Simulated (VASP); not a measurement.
Set up this calculation in VASP 6.6.1, as the native input.

```yaml
Task: single point
Functional: LDA
Potentials_or_basis: VASP PAW LDA potentials, release 64 (Ti_sv, C)
Cutoff: 520 eV
k_mesh: 16 × 16 × 16
Occupations: fermi-dirac, width 0.15 eV
Spin: no spin polarisation
Dipole_correction: no
Further_INCAR_settings: ALGO = Normal; EDIFF = 1e-06; NBANDS = 15
```

The structure of TiC lies in POSCAR:

```
TiC
1.0
    0.0000000000      2.1162966652      2.1162966652
    2.1162966652      0.0000000000      2.1162966652
    2.1162966652      2.1162966652      0.0000000000
Ti C
1 1
Direct
    0.0000000000      0.0000000000      0.0000000000
    0.5000000000      0.5000000000      0.5000000000
```

This cell differs from its parent crystal: volume scaled by 0.98.

These files were run (other wordings do the same):

INCAR

```
SYSTEM = TiC
ALGO     = Normal         ! electronic algorithm
EDIFF    = 1E-6           ! SCF threshold, eV
ENCUT    = 520            ! plane-wave cutoff, eV
GGA      = CA             ! functional
ISIF     = 2              ! what is computed and relaxed
ISMEAR   = -1             ! smearing method
LASPH    = .True.         ! aspherical terms in the spheres
LCHARG   = .False.        ! write CHGCAR
LREAL    = .False.        ! projectors in reciprocal space
LWAVE    = .False.        ! write WAVECAR
NBANDS   = 15             ! bands
NELM     = 100            ! most SCF steps
PREC     = Accurate       ! precision mode
SIGMA    = 0.15           ! smearing width, eV
```

KPOINTS

```
k-points
0
Gamma
  16 16 16
  0 0 0
```

Potentials or basis: VASP PAW LDA potentials, release 64 (Ti_sv, C).

Run with:

```sh
$ cat potpaw_LDA.64/Ti_sv/POTCAR potpaw_LDA.64/C/POTCAR > POTCAR
$ mpirun -np 1 vasp_std > vasp.out
```

Results of the run:

```yaml
Pressure: 6.7 GPa
Band_gap_on_the_k_mesh: zero (band 8 reaches 10.73 eV, above the bottom of band 9 at 9.65 eV)
```

It took 14 s on 1 thread of Intel(R) Xeon(R) 6975P-C (Granite Rapids) (shared host), peak memory 0.15 GiB.
